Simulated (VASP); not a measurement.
A run of VASP 6.6.1 is set up as follows.

The input INCAR:

```
SYSTEM = Cs
PREC = Accurate ; ENCUT = 520
EDIFF = 1E-7 ; ISMEAR = 0
SIGMA = 0.1 ; LREAL = .False.
LASPH = .True. ; NELM = 100
ALGO = Normal ; ISIF = 2
LWAVE = .False. ; LCHARG = .False.
GGA = PE ; NBANDS = 36
```

The input KPOINTS:

```
Automatic mesh
0
Gamma
  6 4 4
  0 0 0
```

POSCAR

```
Cs
1.0
   10.2206524500      0.0000000000      0.5623374057
    0.0000000000      8.6668090622      0.0000000000
   -4.0284614375      0.0000000000      7.6703010187
Cs
6
Direct
    0.0000000000      0.0000000000      0.0000000000
    0.0000000000      0.5000000000      0.5000000000
    0.3333086489      0.5000676051      0.1666834929
    0.6666913511      1.0000676051      0.3333165071
    0.6666913511      0.4999323949      0.8333165071
    0.3333086489     -0.0000676051      0.6666834929
```

Potentials or basis: VASP PAW PBE potentials, release 64 (Cs_sv).

Run with:

```bash
$ cat potpaw_PBE.64/Cs_sv/POTCAR > POTCAR
$ mpirun -np 1 vasp_std > vasp.out
```

Q: Predict the pressure.

A: 0.0 GPa.

Q: What does it give for the band gap on the k mesh?

A: Zero (band 27 reaches 1.03 eV, above the bottom of band 28 at -0.10 eV).

Caveat: spin-orbit coupling is left out, which moves the levels of the heavy elements.
